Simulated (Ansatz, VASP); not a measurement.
**Two plane-wave programs on Al2Ru**

```
Al Ru
1.0
     0.00000    4.03617    4.43726
     2.10793    0.00000    4.43726
     2.10793    4.03617    0.00000
Al Ru
4 2
Direct
  0.07890 0.42110 0.07890
  0.42110 0.07890 0.42110
  0.17110 0.82890 0.17110
  0.82890 0.17110 0.82890
  0.75000 0.75000 0.75000
  0.50000 0.50000 0.50000
```

Change from the starting cell: volume 12.584 Å^3 an atom, stretch along a over the lengths across it, relative to the relaxed cell 0.8864.

Alike in both runs: task single point; functional LDA; k mesh 10 × 10 × 10; occupations gaussian, width 0.03 eV; no spin polarisation.

|  | VASP | Ansatz |
| --- | --- | --- |
| version | VASP 6.6.1 | Ansatz 0.2.0 |
| potentials or method | VASP PAW LDA potentials, release 64 (Al, Ru_pv), cutoff 520 eV | scalar-relativistic, plane waves, PAW |
| valence electrons in the cell | 40 | 44 |

VASP gave:

| Property | Result |
| --- | --- |
| gap on the k mesh at the Fermi level (eV) | none |
| pressure (GPa) | 17.1 |
| traceless stress, the component that is largest in VASP (GPa) | 26.83 |
| rms of the force components (eV/Å) | 0.259 |

Problem. Which values does Ansatz return?

Solution. gap on the k mesh at the Fermi level (eV): none; pressure (GPa): 16.5; traceless stress, the component that is largest in VASP (GPa): 26.77; rms of the force components (eV/Å): 0.258.

Ansatz warns that its potentials were made for another functional, while VASP's fit it. LDA's correlation is that of Perdew and Zunger in VASP and of Perdew and Wang (1992) in Ansatz. Atom by atom the forces differ by 0.001 eV/Å (rms over components). A gap of «none» marks a metal or a gap that the smearing closes. VASP's potentials hold 40 valence electrons a cell and Ansatz's 44, so a difference there can come from the potentials and not from the codes.
